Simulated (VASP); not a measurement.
# Pt (P4/mmm) in VASP: a series of runs

The runs below take Pt through single point, relaxation of cell and atoms, with PBE.

Program: VASP 6.6.1. These are calculated values, not measurements. Logs are shortened: lines on timing, memory, paths and dates and some standing lists are left out, and cuts for length are marked.

### 1 The cell of the first run

It takes space group P4/mmm (No. 123, tetragonal). Conventional cell: a = 4.532 Å, b = 4.532 Å, c = 2.758 Å, α = 90.00°, β = 90.00°, γ = 90.00°. Pt (site symmetry mmm) has 10 Pt at 2.65 to 3.20 Å within 3.5 Å. Pt (site symmetry 4/mmm) has 10 Pt at 2.65 to 2.76 Å within 3.5 Å.

The cell was built from a structure type or drawn by symmetry, and may not be a known phase.

### 2 Single point, PBE

INCAR

```
PREC     = Accurate       # precision mode
ENCUT    = 520            # plane-wave cutoff, eV
EDIFF    = 1E-7           # SCF threshold, eV
ISMEAR   = 0              # smearing method
SIGMA    = 0.1            # smearing width, eV
LREAL    = False          # projectors in reciprocal space
LASPH    = True           # aspherical terms in the spheres
NELM     = 100            # most SCF steps
ALGO     = Fast           # electronic algorithm
ISIF     = 2              # what is computed and relaxed
LWAVE    = False          # write WAVECAR
LCHARG   = True           # write CHGCAR
GGA      = PE             # functional
LELF     = True           # ELF
LVHAR    = True         
NBANDS   = 22             # bands
```

KPOINTS

```
Automatic mesh
0
Gamma
  4 4 6
```

POSCAR

```
Pt
1.0
    4.5315583311      0.0000000000      0.0000000000
    0.0000000000      4.5315583311      0.0000000000
    0.0000000000      0.0000000000      2.7579094652
Pt
3
Direct
    0.0000000000      0.5000000000      0.8938593387
    0.5000000000      0.0000000000      0.8938593387
    0.0000000000      0.0000000000      0.3938588825
```

Potentials or basis: VASP PAW PBE potentials, release 64 (Pt).

Launch:

```
$ cat potpaw_PBE.64/Pt/POTCAR > POTCAR
$ mpirun -np 1 vasp_std > vasp.out
```

OUTCAR:

```text
PREC = Accurate
   ENCUT = 520
   EDIFF = 1E-7
   ISMEAR = 0
   LREAL = False
   LASPH = True
   NELM = 100
   ISIF = 2
   GGA = PE

 ion  position               nearest neighbor table
   1  0.000  0.500  0.894-   3 2.65   3 2.65   3 2.65   3 2.65   2 3.20   2 3.20   2 3.20   2 3.20

   2  0.500  0.000  0.894-   3 2.65   3 2.65   3 2.65   3 2.65   1 3.20   1 3.20   1 3.20   1 3.20

   3  0.000  0.000  0.394-   1 2.65   2 2.65   1 2.65   2 2.65   1 2.65   1 2.65   2 2.65   2 2.65

  LATTYP: Found a simple tetragonal cell.
 ALAT       =     4.5315583311
 C/A-ratio  =     0.6086006763

  Lattice vectors:

 A1 = (   4.5315583311,   0.0000000000,   0.0000000000)
 A2 = (   0.0000000000,   4.5315583311,   0.0000000000)
 A3 = (   0.0000000000,   0.0000000000,   2.7579094652)

Analysis of symmetry for initial positions (statically):
=====================================================================
 Subroutine PRICEL returns:
 Original cell was already a primitive cell.

 Routine SETGRP: Setting up the symmetry group for a
 simple tetragonal supercell.

 Subroutine GETGRP returns: Found 16 space group operations
 (whereof  8 operations were pure point group operations)
 out of a pool of 16 trial point group operations.

The static configuration has the point symmetry C_4v.
 The point group associated with its full space group is D_4h.

Analysis of symmetry for dynamics (positions and initial velocities):
=====================================================================
 Subroutine PRICEL returns:
 Original cell was already a primitive cell.

 Routine SETGRP: Setting up the symmetry group for a
 simple tetragonal supercell.

 Subroutine GETGRP returns: Found 16 space group operations
 (whereof  8 operations were pure point group operations)
 out of a pool of 16 trial point group operations.

The dynamic configuration has the point symmetry C_4v.
 The point group associated with its full space group is D_4h.

 Subroutine INISYM returns: Found 16 space group operations
 (whereof  8 operations are pure point group operations),
 and found     1 'primitive' translations

----------------------------------------------------------------------------------------

                                     Primitive cell

  volume of cell :      56.6337

  direct lattice vectors                    reciprocal lattice vectors
     4.531558331  0.000000000  0.000000000     0.220674639  0.000000000  0.000000000
     0.000000000  4.531558331  0.000000000     0.000000000  0.220674639  0.000000000
[... 87 lines left out ...]
   LREAL  =      F    real-space projection
   EDIFFG = 0.1E-05   stopping-criterion for IOM
   NSW    =      0    number of steps for IOM
   IBRION =     -1    ionic relax: 0-MD 1-quasi-New 2-CG
   NFREE  =      0    steps in history (QN), initial steepest desc. (CG)
   ISIF   =      2    stress and relaxation
   ISYM   =      2    0-nonsym 1-usesym 2-fastsym
   POTIM  = 0.5000    time-step for ionic-motion
   TEBEG  =    0.0;   TEEND  =   0.0 temperature during run
   PSTRESS=    0.0 pullay stress
   NELECT =      30.0000    total number of electrons
   NUPDOWN=      -1.0000    fix difference up-down
   EMIN   =  10.00;   EMAX   =-10.00  energy-range for DOS
   EFERMI =   0.00;   METHOD = LEGACY
   ISMEAR =     0;   SIGMA  =   0.10  broadening in eV -4-tet -1-fermi 0-gaus
   EFERMI_NEDOS =   21; number of points for ismear=-14 and -15
   IALGO  =     68    algorithm
   IMIX   =      4    mixing-type and parameters
     AMIX     =   0.40;   BMIX     =  1.00
     AMIX_MAG =   1.60;   BMIX_MAG =  1.00
  volume/ion in A,a.u.               =      18.88       127.39
  Fermi-wavevector in a.u.,A,eV,Ry     =   1.324617  2.503162 23.872907  1.754609
  Thomas-Fermi vector in A             =   2.454138
   LORBIT       =      0    0 simple, 1 ext, 2 COOP (PROOUT), +10 PAW based schemes
   GGA     = PE    functional components
   LHFCALC =     F    Hartree Fock is set to
   AEXX    =    0.0000 exact exchange contribution
   IVDW    =     0    specifies the selected vdW correction
   LEPSILON=     F    determine dielectric tensor
   LRPA    =     F    only Hartree local field effects (RPA)
 non-spin polarized calculation
 RMM-DIIS sequential band-by-band and
 Gauss-broadening in eV      SIGMA  =   0.10
  energy-cutoff  :      520.00
  volume of cell :       56.63
 maximum number of plane-waves:      1544
 NGX is ok and might be reduce to    36
   NGX = 17   NGY = 17   NGZ = 11

 number of electron      30.0000006 magnetization

 Free energy of the ion-electron system (eV)
  ---------------------------------------------------
  ext. energy  EPLUGINS =         0.00000000
  ---------------------------------------------------
  free energy    TOTEN  =       -17.22199722 eV

  energy without entropy =      -17.20561446  energy(sigma->0) =      -17.21380584

 E-fermi :   7.4046     XC(G=0): -11.8624

 val. band max:        7.3344221134   @ k =   0.2500   0.2500   0.5000
 cond. band min:       7.4206702504   @ k =   0.0000   0.0000   0.3333
 fundamental gap:      0.0862481370
 Fermi energy:         7.4046489138

 k-point     1 :       0.0000    0.0000    0.0000
  band No.  band energies     occupation
      1      -1.5808      2.00000
      2       0.9244      2.00000
      3       1.0942      2.00000
      4       2.0821      2.00000
      5       3.6636      2.00000
      6       3.6636      2.00000
[... 589 lines left out ...]
     21      14.5952      0.00000
     22      15.5234      0.00000

------------------------ aborting loop because EDIFF is reached ----------------------------------------

  FORCE on cell =-STRESS in cart. coord.  units (eV):
  Direction    XX          YY          ZZ          XY          YZ          ZX
  --------------------------------------------------------------------------------------
  -------------------------------------------------------------------------------------
  Total       -0.1835426     -0.1835426     -0.1291122      0.0000000     -0.0000000      0.0000000
  in kB       -5.1924501     -5.1924501     -3.6526062      0.0000000     -0.0000000      0.0000000
  external PRESSURE =      -4.6791688 kB  Pullay stress =       0.0000000 kB

 VOLUME and BASIS-vectors are now :
 -----------------------------------------------------------------------------
  energy-cutoff  :      520.00
  volume of cell :       56.63
      direct lattice vectors                 reciprocal lattice vectors
     4.531558331  0.000000000  0.000000000     0.220674639  0.000000000  0.000000000
     0.000000000  4.531558331  0.000000000     0.000000000  0.220674639  0.000000000
     0.000000000  0.000000000  2.757909465     0.000000000  0.000000000  0.362593483

 POSITION                                       TOTAL-FORCE (eV/Angst)
 -----------------------------------------------------------------------------------
      0.00000      2.26578      2.46518         0.000000      0.000000     -0.000000
      2.26578      0.00000      2.46518         0.000000      0.000000     -0.000000
      0.00000      0.00000      1.08623         0.000000      0.000000      0.000000
 -----------------------------------------------------------------------------------
    total drift:                                0.000000      0.000000     -0.000539

  FREE ENERGIE OF THE ION-ELECTRON SYSTEM (eV)
  ---------------------------------------------------
  free  energy   TOTEN  =       -17.2219972249 eV

  energy  without entropy=      -17.2056144560  energy(sigma->0) =      -17.21380584
```

Run time: 14 s. Hardware: 1 thread of Intel Xeon 6975P-C (Granite Rapids), shared host; peak memory 0.18 GiB.

Results:

```yaml
Free_energy: -17.2220 eV
Pressure: -0.5 GPa
Band_gap_on_the_k_mesh: zero (bands 15 and 16 overlap by 1.39 eV)
```

Stress tensor (GPa, compression positive):
```
-0.52  0.00  0.00
 0.00 -0.52  0.00
 0.00  0.00 -0.37
```

Caveat: the k points lie up to 0.38 Å⁻¹ apart, too coarse for converged energies and pressures of a metal; spin-orbit coupling is left out, which moves the levels of the heavy elements.

### 3 Single point, PBE

This run uses another cell than the first one, of 18.94 Å³/atom.

INCAR

```
PREC = Accurate ; ENCUT = 520
EDIFF = 1E-6 ; ISMEAR = 0
SIGMA = 0.1 ; LREAL = F
LASPH = T ; NELM = 80
ALGO = Fast ; ISIF = 2
LWAVE = F ; LCHARG = F
GGA = PE ; NBANDS = 22
```

KPOINTS

```
Automatic mesh
0
Gamma
  10 10 16
```

POSCAR

```
Pt
1.0
    4.5501907314      0.0000000000      0.0000000000
    0.0000000000      4.5501907314      0.0000000000
    0.0000000000      0.0000000000      2.7446068331
Pt
3
Direct
    0.0000000000      0.5000000000      0.5000000000
    0.5000000000      0.0000000000      0.5000000000
    0.0000000000      0.0000000000      0.0000000000
```

Potentials or basis: VASP PAW PBE potentials, release 64 (Pt).

Launch:

```
$ cat potpaw_PBE.64/Pt/POTCAR > POTCAR
$ mpirun -np 1 vasp_std > vasp.out
```

Run time: 64 s. Hardware: 1 thread of Intel Xeon 6975P-C (Granite Rapids), shared host; peak memory 0.3 GiB.

Results (log left out):

* Free energy: -17.1539 eV
* Pressure: -0.4 GPa
* Band gap on the k mesh: zero (bands 15 and 16 overlap by 1.64 eV)

Stress tensor (GPa, compression positive):
```
-0.48  0.00  0.00
 0.00 -0.48  0.00
 0.00  0.00 -0.25
```

Levels at points of the mesh, in eV from the Fermi level:
| k point | band 11 | band 12 | band 13 | band 14 | band 15 | band 16 | band 17 | band 18 | band 19 | band 20 |
| --- | --- | --- | --- | --- | --- | --- | --- | --- | --- | --- |
| (0.00, 0.00, 0.00) | -0.41 | -0.41 | -0.34 | 0.15 | 0.95 | 0.95 | 1.07 | 1.07 | 5.16 | 8.11 |
| (0.50, 0.00, 0.00) | -2.20 | -1.46 | -1.20 | -0.48 | -0.41 | -0.36 | 0.94 | 4.03 | 6.84 | 6.98 |
| (0.50, 0.50, 0.00) | -2.10 | -2.10 | -1.77 | -1.13 | -0.79 | -0.18 | 0.41 | 0.41 | 1.95 | 13.25 |
| (0.00, 0.00, 0.50) | -2.62 | -2.33 | -1.39 | -0.29 | 0.51 | 1.84 | 3.04 | 7.79 | 8.13 | 8.62 |
| (0.50, 0.00, 0.50) | -1.21 | -1.06 | -0.96 | 0.45 | 0.89 | 2.55 | 2.86 | 4.29 | 5.45 | 8.79 |
| (0.50, 0.50, 0.50) | 0.04 | 0.19 | 0.81 | 0.90 | 0.90 | 1.32 | 2.28 | 2.28 | 4.67 | 7.14 |

Caveat: spin-orbit coupling is left out, which moves the levels of the heavy elements.

(Part 1 of 2 ends here.)
